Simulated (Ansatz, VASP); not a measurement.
One calculation of Cr, two programs

File INCAR:

```
  PREC = Accurate
  ENCUT = 520
  EDIFF = 1E-7
  ISMEAR = -1
  SIGMA = 0.08
  LREAL = False
  LASPH = True
  NELM = 60
  ALGO = Normal
  ISIF = 2
  LWAVE = False
  LCHARG = False
  GGA = PE
  NBANDS = 12
```

Contents of KPOINTS:

```
Automatic mesh
0
Gamma
  21 21 21
```

File POSCAR:

```
Cr
1.0
   -1.3491414698      1.3491414698      1.3491414698
    1.3491414698     -1.3491414698      1.3491414698
    1.3491414698      1.3491414698     -1.3491414698
Cr
1
Direct
    0.0000000000      0.0000000000      0.0000000000
```

Input for Ansatz:

```yaml
crystal:
  lattice:
    - [-1.3491414698, 1.3491414698, 1.3491414698]
    - [1.3491414698, -1.3491414698, 1.3491414698]
    - [1.3491414698, 1.3491414698, -1.3491414698]
  atoms:
    - { symbol: Cr, position: [0.0, 0.0, 0.0] }
kpoints:
  mp_grid: { grid: [21, 21, 21] }
scf:
  occupations: { method: fermi_dirac, width: 0.08 }
hamiltonian:
  xc: pbe
  pseudopotentials: { kind: all_electron, lapw: { basis_error: 0.001 } }
output:
  forces: true
  stress: true
  eigenvalues: true
  populations: true
```

Change from the starting cell: volume scaled by 0.85, LAPW.

Alike in both runs: task single point; functional PBE; k mesh 21 × 21 × 21; occupations fermi-dirac, width 0.08 eV; no spin polarisation.

|  | VASP | Ansatz |
| --- | --- | --- |
| version | VASP 6.6.1 | Ansatz 0.2.0 |
| potentials or method | VASP PAW PBE potentials, release 64 (Cr_pv), cutoff 520 eV | all-electron LAPW, scalar-relativistic |

Ansatz gave:

```
pressure (GPa) : 58.5
```

Q: Which values does VASP return?

A: Pressure (GPa): 58.3.

Both programs put the cell under a high pressure, so it lies far from rest at this level. Ansatz ran all-electron here, and VASP with PAW potentials.
